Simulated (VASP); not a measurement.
**GaN: single point with LDA**

The system is GaN.

```
CELL_PARAMETERS angstrom
0.00000 2.13524 2.10321
2.13524 0.00000 2.10321
2.13524 2.13524 0.00000
ATOMIC_POSITIONS crystal
Ga 0.00000 0.00000 0.00000
N 0.50000 0.50000 0.50000
```

This cell differs from its parent crystal: strain +0.000 along x and y, -0.015 along z.

```json
{
  "Program": "VASP 6.6.1",
  "Task": "single point",
  "Functional": "LDA",
  "Potentials or basis": "VASP PAW LDA potentials, release 64 (Ga_d, N)",
  "Cutoff": "520 eV",
  "k mesh": "14 × 14 × 14",
  "Occupations": "gaussian, width 0.03 eV",
  "Spin": "no spin polarisation",
  "Dipole correction": "no",
  "Further INCAR settings": "ALGO = Normal; EDIFF = 1e-07; NBANDS = 16"
}
```

| Property | Result |
| --- | --- |
| Pressure | -9.5 GPa |
| Band gap on the k mesh | 0.21 eV (least direct gap 2.59 eV) |

Stress tensor (GPa, compression positive):
```
-10.30   0.00   0.00
  0.00 -10.30   0.00
  0.00   0.00  -7.98
```

Levels at points of the mesh, in eV from the valence-band top:
```csv
k point,band 6,band 7,band 8,band 9,band 10,band 11,band 12,band 13
"(0.00, 0.00, 0.00)",-14.01,-0.62,-0.47,-0.47,2.12,14.52,14.52,14.64
"(0.50, 0.00, 0.00)",-13.87,-8.27,-0.22,-0.15,4.58,8.65,8.95,9.02
"(0.50, 0.50, 0.00)",-10.80,-7.04,-3.09,-3.09,0.21,7.62,11.73,13.95
"(0.50, 0.00, 0.50)",-10.95,-7.08,-3.10,-2.89,0.36,7.80,11.54,13.88
```

Wall time 82 s on 1 thread of Intel Xeon 8259CL (shared host), peak memory 0.19 GiB.

Caveat: the cell differs from its parent crystal (strain +0.000 along x and y, -0.015 along z); the cell stands under tension. A k mesh can miss the band edges.
